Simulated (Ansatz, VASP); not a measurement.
Two plane-wave programs on Al3BSb2

```
CELL_PARAMETERS angstrom
-2.03087 2.03087 8.55460
2.03087 -2.03087 8.55460
2.03087 2.03087 -8.55460
ATOMIC_POSITIONS crystal
Al 0.95906 0.45906 0.50000
Al 0.54094 0.04094 0.50000
Al 0.25000 0.75000 0.50000
B 0.00000 0.00000 0.00000
Sb 0.65166 0.65166 0.00000
Sb 0.34834 0.34834 0.00000
```

Alike in both runs: functional PBE; k mesh 6 × 6 × 6; occupations gaussian, width 0.2 eV; no spin polarisation.

Ansatz relaxed the structure, and its values are those at the end. VASP's run is a single point on that final structure, the one shown.

```csv
,VASP,Ansatz
version,VASP 6.6.1,Ansatz 0.2.0
potentials or method,"VASP PAW PBE potentials, release 64 (Al, B, Sb), cutoff 520 eV","scalar-relativistic, plane waves, PAW"
valence electrons in the cell,22,42
```

|  | VASP | Ansatz | Ansatz less VASP |
| --- | --- | --- | --- |
| gap on the k mesh at the Fermi level (eV) | none | none | - |
| pressure (GPa) | 0.5 | 0.4 | -0.11 |
| rms of the force components (eV/Å) | 0.005 | 0.010 | +0.0044 |

A gap of «none» marks a metal or a gap that the smearing closes. VASP's potentials hold 22 valence electrons a cell and Ansatz's 42, so a difference there can come from the potentials and not from the codes.

The k mesh is coarse, so the values compare programs but aren't converged. Spin-orbit coupling is off throughout.
